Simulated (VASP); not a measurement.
A run of VASP 6.6.1 is set up as follows.

Contents of INCAR:

```
SYSTEM = Al
  PREC = Accurate
  ENCUT = 520
  EDIFF = 1E-8
  ISMEAR = -1
  SIGMA = 0.05
  LREAL = .False.
  LASPH = .True.
  NELM = 100
  ALGO = Normal
  ISIF = 2
  LWAVE = .False.
  LCHARG = .False.
  GGA = PE
  LEFG = .True.
  NBANDS = 8
```

Contents of KPOINTS:

```
regular mesh
0
Gamma
  14 14 14
  0 0 0
```

Contents of POSCAR:

```
Al
1.0
    0.0000000000      1.9966255657      1.9966255657
    1.9966255657      0.0000000000      1.9966255657
    1.9966255657      1.9966255657      0.0000000000
Al
1
Direct
    0.0000000000      0.0000000000      0.0000000000
```

Potentials or basis: VASP PAW PBE potentials, release 64 (Al).

The run is started by

```sh
$ cat potpaw_PBE.64/Al/POTCAR > POTCAR
$ mpirun -np 1 vasp_std > vasp.out
```

Task: Estimate the pressure.

Result: 2.7 GPa.

Caveat: without QUAD_EFG the Cq values of the log hold for a quadrupole moment of 1 mb, not for the nuclei.
